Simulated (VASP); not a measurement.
# H2C9 in VASP: a series of runs

The runs below take H2C9 through single point, with LDA.

Everything below comes from runs of VASP 6.6.1. Logs are shortened: lines on timing, memory, paths and dates and some standing lists are left out, and cuts for length are marked.

## 1. The cell of the first run

The cell holds a slab with vacuum, 22 atoms: a = 2.497 Å, b = 4.995 Å, c = 20.566 Å, α = 90.00°, β = 90.00°, γ = 90.00°.

## 2. Single point, LDA

File INCAR:

```
SYSTEM = H2C9
ALGO = Normal ; DIPOL = 0.5 0.5 0.358
EDIFF = 1E-6 ; ENCUT = 520
GGA = CA ; IDIPOL = 3
ISIF = 2 ; ISMEAR = 0
LASPH = .TRUE. ; LCHARG = .FALSE.
LDIPOL = .TRUE. ; LREAL = Auto
LWAVE = .FALSE. ; NBANDS = 55
NELM = 60 ; PREC = Accurate
SIGMA = 0.05
```

File KPOINTS:

```
k-points
0
G
  10 5 1
  0 0 0
```

File POSCAR:

```
H2C9
1.0
    2.4973154970      0.0000000000      0.0000000000
    0.0000000000      4.9946309939      0.0000000000
    0.0000000000      0.0000000000     20.5658806949
C H
18 4
Direct
    0.0000000000      0.2500000000      0.2262196243
    0.0000000000      0.7500000000      0.2262196243
    0.0000000000      0.5000000000      0.2691516229
    0.0000000000      0.0000000000      0.2691516229
    0.5000000000      0.5000000000      0.3120836215
    0.5000000000      0.0000000000      0.3120836215
    0.5000000000      0.7500000000      0.3550156201
    0.5000000000      0.2500000000      0.3550156201
    0.0000000000      0.7533362935      0.3960319409
    0.0000000000      0.2462043084      0.3976741160
    0.0000000000     -0.0103144412      0.4430233768
    0.0000000000      0.5062349689      0.4352587139
    0.5000000000     -0.0146489261      0.4878646010
    0.5000000000      0.5135085773      0.4754842184
    0.5000000000      0.2515393728      0.5198619566
    0.5000000000      0.7207292809      0.5337986782
    0.0000000000      0.3618777433      0.5407756523
    0.0000000000      0.6182287583      0.5752502274
   -0.2843917683      0.2504266612      0.1890712551
    0.2843917683      0.2504266612      0.1890712551
    0.2843917683      0.7495733388      0.1890712551
   -0.2843917683      0.7495733388      0.1890712551
```

Potentials or basis: VASP PAW LDA potentials, release 64 (C, H).

On the command line:

```sh
$ cat potpaw_LDA.64/C/POTCAR potpaw_LDA.64/H/POTCAR > POTCAR
$ mpirun -np 1 vasp_std > vasp.out
```

OUTCAR:

```text
SYSTEM = H2C9
   EDIFF = 1E-6
   ENCUT = 520
   GGA = CA
   ISIF = 2
   ISMEAR = 0
   LASPH = .TRUE.
   LREAL = Auto
   NELM = 60
   PREC = Accurate

 ion  position               nearest neighbor table
   1  0.000  0.250  0.226-  19 1.04  20 1.04   3 1.53   4 1.53
   2  0.000  0.750  0.226-  21 1.04  22 1.04   3 1.53   4 1.53
   3  0.000  0.500  0.269-   1 1.53   2 1.53   5 1.53   5 1.53
   4  0.000  0.000  0.269-   1 1.53   2 1.53   6 1.53   6 1.53
   5  0.500  0.500  0.312-   7 1.53   8 1.53   3 1.53   3 1.53
   6  0.500  0.000  0.312-   7 1.53   8 1.53   4 1.53   4 1.53
   7  0.500  0.750  0.355-   9 1.51   9 1.51   5 1.53   6 1.53
   8  0.500  0.250  0.355-  10 1.53  10 1.53   5 1.53   6 1.53
   9  0.000  0.753  0.396-  12 1.47   7 1.51   7 1.51  11 1.53
  10  0.000  0.246  0.398-  12 1.51   8 1.53   8 1.53  11 1.58
  11  0.000  0.990  0.443-   9 1.53  13 1.55  13 1.55  10 1.58
  12  0.000  0.506  0.435-   9 1.47  14 1.50  14 1.50  10 1.51
  13  0.500  0.985  0.488-  15 1.48  11 1.55  11 1.55  16 1.62
  14  0.500  0.514  0.475-  12 1.50  12 1.50  16 1.58  15 1.60  17 1.98  17 1.98
  15  0.500  0.252  0.520-  17 1.43  17 1.43  13 1.48  14 1.60
  16  0.500  0.721  0.534-  14 1.58  18 1.60  18 1.60  13 1.62
  17  0.000  0.362  0.541-  15 1.43  15 1.43  18 1.46  14 1.98  14 1.98
  18  0.000  0.618  0.575-  17 1.46  16 1.60  16 1.60
  19  0.716  0.250  0.189-   1 1.04
  20  0.284  0.250  0.189-   1 1.04
  21  0.284  0.750  0.189-   2 1.04
  22  0.716  0.750  0.189-   2 1.04

  LATTYP: Found a simple orthorhombic cell.
 ALAT       =     2.4973154970
 B/A-ratio  =     2.0000000000
 C/A-ratio  =     8.2351952405

  Lattice vectors:

 A1 = (   2.4973154970,   0.0000000000,   0.0000000000)
 A2 = (   0.0000000000,   4.9946309939,   0.0000000000)
 A3 = (   0.0000000000,   0.0000000000,  20.5658806949)

Analysis of symmetry for initial positions (statically):
=====================================================================
 Subroutine PRICEL returns:
 Original cell was already a primitive cell.

 Routine SETGRP: Setting up the symmetry group for a
 simple orthorhombic supercell.

 Subroutine GETGRP returns: Found  2 space group operations
 (whereof  2 operations were pure point group operations)
 out of a pool of  8 trial point group operations.

The static configuration has the point symmetry C_1h.

Analysis of symmetry for dynamics (positions and initial velocities):
=====================================================================
 Subroutine PRICEL returns:
 Original cell was already a primitive cell.

 Routine SETGRP: Setting up the symmetry group for a
 simple orthorhombic supercell.

 Subroutine GETGRP returns: Found  2 space group operations
 (whereof  2 operations were pure point group operations)
 out of a pool of  8 trial point group operations.

The dynamic configuration has the point symmetry C_1h.

 Subroutine INISYM returns: Found  2 space group operations
 (whereof  2 operations are pure point group operations),
 and found     1 'primitive' translations

----------------------------------------------------------------------------------------

                                     Primitive cell

  volume of cell :     256.5217

  direct lattice vectors                    reciprocal lattice vectors
     2.497315497  0.000000000  0.000000000     0.400429982  0.000000000  0.000000000
     0.000000000  4.994630994  0.000000000     0.000000000  0.200214991  0.000000000
     0.000000000  0.000000000 20.565880695     0.000000000  0.000000000  0.048624225

  length of vectors
     2.497315497  4.994630994 20.565880695     0.400429982  0.200214991  0.048624225

  position of ions in fractional coordinates (direct lattice)
     0.000000000  0.250000000  0.226219624
     0.000000000  0.750000000  0.226219624
     0.000000000  0.500000000  0.269151623
     0.000000000  0.000000000  0.269151623
     0.500000000  0.500000000  0.312083622
     0.500000000  0.000000000  0.312083622
[... 14 lines left out ...]
     0.284391768  0.749573339  0.189071255
     0.715608232  0.749573339  0.189071255

  ion indices of the primitive-cell ions
   primitive index   ion index
                 1           1
                 2           2
                 3           3
                 4           4
                 5           5
                 6           6
[... 14 lines left out ...]
                21          21
                22          22

----------------------------------------------------------------------------------------

 KPOINTS: k-points

Automatic generation of k-mesh.
 Grid dimensions read from file:
 generate k-points for:   10    5    1

 Generating k-lattice:

  Cartesian coordinates                     Fractional coordinates (reciprocal lattice)
     0.040042998  0.000000000  0.000000000     0.100000000  0.000000000  0.000000000
     0.000000000  0.040042998  0.000000000     0.000000000  0.200000000  0.000000000
     0.000000000  0.000000000  0.048624225     0.000000000  0.000000000  1.000000000

  Length of vectors
     0.040042998  0.040042998  0.048624225

  Shift w.r.t. Gamma in fractional coordinates (k-lattice)
     0.000000000  0.000000000  0.000000000

 Subroutine IBZKPT returns following result:
 ===========================================

 Found     18 irreducible k-points:

 Following reciprocal coordinates:
            Coordinates               Weight
  0.000000  0.000000  0.000000      1.000000
  0.100000  0.000000  0.000000      2.000000
  0.200000  0.000000  0.000000      2.000000
  0.300000  0.000000  0.000000      2.000000
  0.400000  0.000000  0.000000      2.000000
  0.500000  0.000000  0.000000      1.000000
[... 10 lines left out ...]
  0.400000  0.400000  0.000000      4.000000
  0.500000  0.400000  0.000000      2.000000
   k-points           NKPTS =     18   k-points in BZ     NKDIM =     18   number of bands    NBANDS=     55
   number of dos      NEDOS =    301   number of ions     NIONS =     22
   total plane-waves  NPLWV = 128000
   dimension x,y,z NGX =    20 NGY =   40 NGZ =  160
   dimension x,y,z NGXF=    40 NGYF=   80 NGZF=  320
   ions per type =              18   4
   NGX,Y,Z   is equivalent  to a cutoff of  13.31, 13.31, 12.93 a.u.
   NGXF,Y,Z  is equivalent  to a cutoff of  26.63, 26.63, 25.87 a.u.
 SYSTEM =  H2C9
   PREC   = accura    normal or accurate (medium, high low for compatibility)
   ISTART =      0    job   : 0-new  1-cont  2-samecut
   ICHARG =      2    charge: 1-file 2-atom 10-const
   ISPIN  =      1    spin polarized calculation?
   LNONCOLLINEAR =      F non collinear calculations
   LSORBIT =      F    spin-orbit coupling
   LASPH  =      T    aspherical Exc in radial PAW
   ENCUT  =  520.0 eV  38.22 Ry    6.18 a.u.   4.64  9.29 38.24*2*pi/ulx,y,z
   NELM   =     60;   NELMIN=  2; NELMDL= -5     # of ELM steps
   EDIFF  = 0.1E-05   stopping-criterion for ELM
   LREAL  =      T    real-space projection
   EDIFFG = 0.1E-04   stopping-criterion for IOM
   NSW    =      0    number of steps for IOM
   IBRION =     -1    ionic relax: 0-MD 1-quasi-New 2-CG
   NFREE  =      0    steps in history (QN), initial steepest desc. (CG)
   ISIF   =      2    stress and relaxation
   ISYM   =      2    0-nonsym 1-usesym 2-fastsym
   POTIM  = 0.5000    time-step for ionic-motion
   TEBEG  =    0.0;   TEEND  =   0.0 temperature during run
   PSTRESS=    0.0 pullay stress
   NELECT =      76.0000    total number of electrons
   NUPDOWN=      -1.0000    fix difference up-down
   EMIN   =  10.00;   EMAX   =-10.00  energy-range for DOS
   EFERMI =   0.00;   METHOD = LEGACY
   ISMEAR =     0;   SIGMA  =   0.05  broadening in eV -4-tet -1-fermi 0-gaus
   EFERMI_NEDOS =   21; number of points for ismear=-14 and -15
   IALGO  =     38    algorithm
   IMIX   =      4    mixing-type and parameters
     AMIX     =   0.40;   BMIX     =  1.00
     AMIX_MAG =   1.60;   BMIX_MAG =  1.00
  volume/ion in A,a.u.               =      11.66        78.69
  Fermi-wavevector in a.u.,A,eV,Ry     =   1.091368  2.062387 16.205691  1.191085
  Thomas-Fermi vector in A             =   2.227612
   LORBIT       =      0    0 simple, 1 ext, 2 COOP (PROOUT), +10 PAW based schemes
   GGA     = CA    functional components
   LHFCALC =     F    Hartree Fock is set to
   AEXX    =    0.0000 exact exchange contribution
   IVDW    =     0    specifies the selected vdW correction
   LEPSILON=     F    determine dielectric tensor
   LRPA    =     F    only Hartree local field effects (RPA)
 non-spin polarized calculation
 Gauss-broadening in eV      SIGMA  =   0.05
  energy-cutoff  :      520.00
  volume of cell :      256.52
 maximum number of plane-waves:      6975
 NGX is ok and might be reduce to    20
   NGX =  9   NGY = 19   NGZ = 77

 dipolmoment           0.000000      0.000000     -0.000133 electrons x Angstroem

 number of electron      76.0000012 magnetization

 dipolmoment           0.000000      0.000000      0.357835 electrons x Angstroem

 Free energy of the ion-electron system (eV)
  ---------------------------------------------------
  ext. energy  EPLUGINS =         0.00000000
  ---------------------------------------------------
  free energy    TOTEN  =      -185.82490908 eV

  energy without entropy =     -185.82490908  energy(sigma->0) =     -185.82490908

 E-fermi :   2.1284     XC(G=0):  -6.5545

 val. band max:        1.8642070885   @ k =   0.1000   0.4000   0.0000
 cond. band min:       2.9105031171   @ k =   0.0000   0.0000   0.0000
 fundamental gap:      1.0462960286
 Fermi energy:         2.1283742263

 k-point     1 :       0.0000    0.0000    0.0000
  band No.  band energies     occupation
      1     -20.4406      2.00000
      2     -19.3161      2.00000
      3     -17.6009      2.00000
      4     -15.7314      2.00000
      5     -15.6806      2.00000
      6     -15.3100      2.00000
[... 42 lines left out ...]
     49       7.4658      0.00000
     50       7.6265      0.00000
[... 899 lines left out ...]
     49       9.1620      0.00000
     50       9.5828      0.00000
 [bands above 50 left out]

------------------------ aborting loop because EDIFF is reached ----------------------------------------

 vacuum level on the upper side and lower side of the slab       (xc-potential included)         2.363        -2.688

  FORCE on cell =-STRESS in cart. coord.  units (eV):
  Direction    XX          YY          ZZ          XY          YZ          ZX
  --------------------------------------------------------------------------------------
  -------------------------------------------------------------------------------------
  Total       35.6824830      0.9245585      0.4203030      0.0000000      0.0322475      0.0000000
  in kB      222.8648195      5.7745857      2.6251185      0.0000000      0.2014109      0.0000000
  external PRESSURE =      77.0881745 kB  Pullay stress =       0.0000000 kB

 VOLUME and BASIS-vectors are now :
 -----------------------------------------------------------------------------
  energy-cutoff  :      520.00
  volume of cell :      256.52
      direct lattice vectors                 reciprocal lattice vectors
     2.497315497  0.000000000  0.000000000     0.400429982  0.000000000  0.000000000
     0.000000000  4.994630994  0.000000000     0.000000000  0.200214991  0.000000000
     0.000000000  0.000000000 20.565880695     0.000000000  0.000000000  0.048624225

 POSITION                                       TOTAL-FORCE (eV/Angst)
 -----------------------------------------------------------------------------------
      0.00000      1.24866      4.65241         0.000000     -0.003441      1.894340
      0.00000      3.74597      4.65241         0.000000      0.002437      1.914278
      0.00000      2.49732      5.53534         0.000000     -0.033706     -1.790194
      0.00000      0.00000      5.53534         0.000000      0.032847     -1.840365
      1.24866      2.49732      6.41827         0.000000      0.010324     -0.060980
      1.24866      0.00000      6.41827         0.000000      0.002972     -0.445111
[... 14 lines left out ...]
      0.71022      3.74384      3.88842         0.034385     -0.001338     -0.033617
      1.78710      3.74384      3.88842        -0.034385     -0.001338     -0.033617
 -----------------------------------------------------------------------------------
    total drift:                                0.000000      0.003585     -0.011451

  FREE ENERGIE OF THE ION-ELECTRON SYSTEM (eV)
  ---------------------------------------------------
  free  energy   TOTEN  =      -185.8249090833 eV

  energy  without entropy=     -185.8249090833  energy(sigma->0) =     -185.82490908

 vacuum level on the upper side and lower side of the slab         8.620         3.440
```

It took 5.1 min on 1 thread of AMD EPYC 9R45 (Zen 5), shared host; peak memory 0.33 GiB.

Results:

```
Free energy            : -185.8249 eV
Largest force          : 8.050 eV/Å
Band gap on the k mesh : 1.05 eV (least direct gap 1.16 eV)
```

Forces in eV/Å, atoms in the order of the input:
```
C    0.000 -0.003  1.894
C    0.000  0.002  1.914
C    0.000 -0.034 -1.790
C    0.000  0.033 -1.840
C    0.000  0.010 -0.061
C    0.000  0.003 -0.445
C    0.000  0.968 -1.335
C    0.000 -0.984 -0.211
C    0.000  0.011 -0.011
C    0.000 -0.013 -0.002
C    0.000 -0.006  0.001
C    0.000  0.012 -0.002
C    0.000 -0.022  0.004
C    0.000  0.017 -0.026
C    0.000 -0.020  0.032
C    0.000  0.019  0.018
C    0.000 -0.031  8.050
C    0.000  0.036 -6.054
H   -0.035  0.001 -0.035
H    0.035  0.001 -0.035
H    0.034 -0.001 -0.034
H   -0.034 -0.001 -0.034
```

## 3. Single point, LDA

File INCAR:

```
ALGO = Normal ; DIPOL = 0.5 0.5 0.360
EDIFF = 1E-6 ; ENCUT = 520
IDIPOL = 3 ; ISIF = 2
ISMEAR = 0 ; LASPH = T
LCHARG = T ; LDIPOL = T
LELF = T ; LREAL = Auto
LVACPOTAV = T ; LVHAR = T
LWAVE = F ; NBANDS = 55
NELM = 60 ; PREC = Accurate
SIGMA = 0.05
```

File KPOINTS:

```
k-points
0
Gamma
  10 5 1
```

File POSCAR:

```
H2C9
1.0
    2.4973154970      0.0000000000      0.0000000000
    0.0000000000      4.9946309939      0.0000000000
    0.0000000000      0.0000000000     20.5658806949
C H
18 4
Direct
    0.0000000000      0.2500000000      0.2262196243
    0.0000000000      0.7500000000      0.2262196243
    0.0000000000      0.5000000000      0.2691516229
    0.0000000000      0.0000000000      0.2691516229
    0.5000000000      0.5000000000      0.3120836215
    0.5000000000      0.0000000000      0.3120836215
    0.5000000000      0.7500000000      0.3550156201
    0.5000000000      0.2500000000      0.3550156201
    0.0000000000      0.7528579502      0.3974375088
    0.0000000000      0.2468481381      0.3988429024
    0.0000000000     -0.0094100066      0.4451352119
    0.0000000000      0.5058409394      0.4378547545
    0.5000000000     -0.0123910965      0.4909102853
    0.5000000000      0.5125427048      0.4790216316
    0.5000000000      0.2545367976      0.5240129329
    0.5000000000      0.7208467724      0.5382710487
    0.0000000000      0.3622164074      0.5475344195
    0.0000000000      0.6197594251      0.5820089946
   -0.2843917683      0.2504266612      0.1890712551
    0.2843917683      0.2504266612      0.1890712551
    0.2843917683      0.7495733388      0.1890712551
   -0.2843917683      0.7495733388      0.1890712551
```

Potentials or basis: VASP PAW LDA potentials, release 64 (C, H).

On the command line:

```sh
$ cat potpaw_LDA.64/C/POTCAR potpaw_LDA.64/H/POTCAR > POTCAR
$ mpirun -np 1 vasp_std > vasp.out
```

Run time: 4.7 min. Hardware: 1 thread of AMD EPYC 9R45 (Zen 5), shared host; peak memory 0.33 GiB.

It converged, with:

| Property | Result |
| --- | --- |
| Free energy | -185.9499 eV |
| Largest force | 6.884 eV/Å |
| Band gap on the k mesh | 1.12 eV |

Forces in eV/Å, atoms in the order of the input:
```
C    0.000 -0.001  1.900
C    0.000  0.000  1.917
C    0.000 -0.028 -1.784
C    0.000  0.028 -1.826
C    0.000  0.012  0.110
C    0.000 -0.002 -0.217
C    0.000  0.848 -0.347
C    0.000 -0.856  0.559
C    0.000  0.015 -0.002
C    0.000 -0.012  0.014
C    0.000  0.013 -0.004
C    0.000 -0.008 -0.006
C    0.000 -0.024  0.014
C    0.000  0.005  0.004
C    0.000 -0.034  0.017
C    0.000  0.051  0.007
C    0.000 -0.032  6.663
C    0.000  0.028 -6.884
H   -0.035  0.000 -0.034
H    0.035  0.000 -0.034
H    0.035  0.000 -0.034
H   -0.035  0.000 -0.034
```

Levels at points of the mesh, in eV from the valence-band top:
| k point | band 36 | band 37 | band 38 | band 39 | band 40 | band 41 |
| --- | --- | --- | --- | --- | --- | --- |
| (0.00, 0.00, 0.00) | -0.54 | -0.35 | 0.00 | 1.12 | 2.36 | 3.02 |
| (0.50, 0.00, 0.00) | -3.07 | -2.52 | -1.39 | 1.21 | 3.81 | 3.96 |
